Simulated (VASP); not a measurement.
# ZnO: relaxation of cell and atoms with PBE

Crystal: ZnO.

```
CELL_PARAMETERS angstrom
3.26019 0.00000 0.00000
-1.63010 2.82341 0.00000
0.00000 0.00000 5.22109
ATOMIC_POSITIONS crystal
Zn 0.33333 0.66667 0.00000
Zn 0.66667 0.33333 0.50000
O 0.33333 0.66667 0.38210
O 0.66667 0.33333 0.88210
```

| Property | Result |
| --- | --- |
| Program | VASP 6.6.1 |
| Task | relaxation of cell and atoms |
| Functional | PBE |
| Potentials or basis | VASP PAW PBE potentials, release 64 (Zn, O) |
| Cutoff | 600 eV |
| k mesh | 12 × 12 × 8 |
| Occupations | gaussian, width 0.05 eV |
| Spin | no spin polarisation |
| Dipole correction | no |
| Further INCAR settings | ALGO = Normal; EDIFF = 1e-06; IBRION = 2; EDIFFG = -0.01; NSW = 80; ISIF = 3 |

The relaxed volume is 12.39 Å³/atom. The relaxed cell is a = 3.285 Å, b = 3.285 Å, c = 5.303 Å, α = 90.00°, β = 90.00°, γ = 120.00°, the space group after relaxing (to 0.05 Å) is P6_3mc (No. 186) and the energy gained by relaxing is 5.2 meV/atom. The ionic steps are 10. The pressure after relaxing is 0.0 GPa. The largest force after relaxing is 0.007 eV/Å. The band gap on the k mesh is 0.72 eV, direct.

Forces in eV/Å, atoms in the order of the input:
```
Zn   0.000  0.000 -0.007
Zn   0.000  0.000 -0.007
O    0.000  0.000  0.007
O    0.000  0.000  0.007
```

Stress tensor (GPa, compression positive):
```
-0.01  0.00  0.00
 0.00 -0.01  0.00
 0.00  0.00  0.08
```

Step by step:
```csv
step,energy change (eV),largest force (eV/Å),pressure (GPa),volume (Å³)
1,0.0000,0.0323,4.35,48.06
2,-0.0153,0.0227,-1.97,50.36
3,-0.0200,0.0259,-0.03,49.58
4,-0.0200,0.0259,0.03,49.55
5,-0.0202,0.0244,0.12,49.55
6,-0.0206,0.0173,0.16,49.55
7,-0.0207,0.0151,0.14,49.55
8,-0.0206,0.0149,-0.24,49.69
9,-0.0207,0.0041,-0.05,49.60
10,-0.0207,0.0068,0.02,49.57
```

Final structure:
```yaml
crystal:
  lattice:
    - [3.28539, 0.00000, 0.00000]
    - [-1.64270, 2.84523, 0.00000]
    - [0.00000, 0.00000, 5.30286]
  atoms:
    - { symbol: Zn, position: [0.33333, 0.66667, 0.00163] }
    - { symbol: Zn, position: [0.66667, 0.33333, 0.50163] }
    - { symbol: O, position: [0.33333, 0.66667, 0.38047] }
    - { symbol: O, position: [0.66667, 0.33333, 0.88047] }
```

Levels at points of the mesh, in eV from the valence-band top:
```csv
k point,band 14,band 15,band 16,band 17,band 18,band 19,band 20,band 21,band 22
"(0.00, 0.00, 0.00)",-0.75,-0.75,-0.08,0.00,0.00,0.72,5.08,8.06,12.70
"(0.50, 0.00, 0.00)",-3.41,-2.71,-2.13,-1.23,-0.78,5.60,6.81,7.52,8.23
"(0.00, 0.00, 0.50)",-2.22,-0.37,-0.37,-0.37,-0.37,3.35,3.35,9.90,9.90
"(0.50, 0.00, 0.50)",-3.68,-1.42,-1.42,-1.31,-1.31,5.63,5.63,8.20,8.20
```

Wall time 12 min on 1 thread of AMD EPYC 7R43 64-Core Processor (Zen 3), on a shared host, peak memory 0.21 GiB.

A k mesh can miss the band edges. Zero-point motion and thermal expansion aren't in these numbers.
